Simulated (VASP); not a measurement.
Crystal: As.

```
CELL_PARAMETERS angstrom
0.00000 2.87445 2.87445
2.87445 0.00000 2.87445
2.87445 2.87445 0.00000
ATOMIC_POSITIONS crystal
As 0.87500 0.87500 0.87500
As 0.12500 0.12500 0.12500
```

* Program: VASP 6.6.1
* Task: relaxation of cell and atoms
* Functional: PBE
* Potentials or basis: VASP PAW PBE potentials, release 64 (As)
* Cutoff: 600 eV
* k mesh: 12 × 12 × 12
* Occupations: fermi-dirac, width 0.05 eV
* Spin: no spin polarisation

At the start: pressure 12.0 GPa; volume 23.75 Å³/atom.

Q: Where does the relaxation end?

A: Over 5 steps the energy falls by 152.9 meV/atom and the volume is 28.53 Å³/atom (+20.1 %); space group Fd-3m (No. 227, to 0.05 Å).

Step by step:
```tsv
step	energy change (eV)	largest force (eV/Å)	pressure (GPa)	volume (Å³)
1	0.0000	0.0000	12.03	47.50
2	-0.2732	0.0000	-2.63	60.84
3	-0.3057	0.0000	0.13	56.91
4	-0.3058	0.0000	-0.03	57.11
5	-0.3058	0.0000	0.00	57.07
```

Final structure:
```cif
data_structure
_symmetry_space_group_name_H-M 'P 1'
_symmetry_Int_Tables_number 1
_cell_length_a 4.3215
_cell_length_b 4.3215
_cell_length_c 4.3215
_cell_angle_alpha 60.000
_cell_angle_beta 60.000
_cell_angle_gamma 60.000
_cell_volume 57.07
loop_
_atom_site_label
_atom_site_type_symbol
_atom_site_fract_x
_atom_site_fract_y
_atom_site_fract_z
_atom_site_occupancy
As1 As 0.87500 0.87500 0.87500 1
As2 As 0.12500 0.12500 0.12500 1
```

Caveat: the volume moved by over 15 % at a fixed basis, so the end points are rough.
